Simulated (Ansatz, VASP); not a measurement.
## CoSi2 in VASP and in Ansatz

```
CELL_PARAMETERS angstrom
0.00000 2.67992 2.67992
2.67992 0.00000 2.67992
2.67992 2.67992 0.00000
ATOMIC_POSITIONS crystal
Co 0.00000 0.00000 0.00000
Si 0.25000 0.25000 0.25000
Si 0.75000 0.75000 0.75000
```

Alike in both runs: functional PBE; k mesh 14 × 14 × 14; occupations gaussian, width 0.1 eV; no spin polarisation.

Ansatz relaxed the structure, and its values are those at the end. VASP's run is a single point on that final structure, the one shown.

|  | VASP | Ansatz |
| --- | --- | --- |
| version | VASP 6.6.1 | Ansatz 0.2.0 |
| potentials or method | VASP PAW PBE potentials, release 64 (Co, Si), cutoff 520 eV | scalar-relativistic, plane waves, PAW |
| valence electrons in the cell | 17 | 25 |

```tsv
	VASP	Ansatz	Ansatz less VASP
gap on the k mesh at the Fermi level (eV)	none	none	-
pressure (GPa)	-0.2	0.0	+0.23
```

A gap of «none» marks a metal or a gap that the smearing closes. VASP's potentials hold 17 valence electrons a cell and Ansatz's 25, so a difference there can come from the potentials and not from the codes.
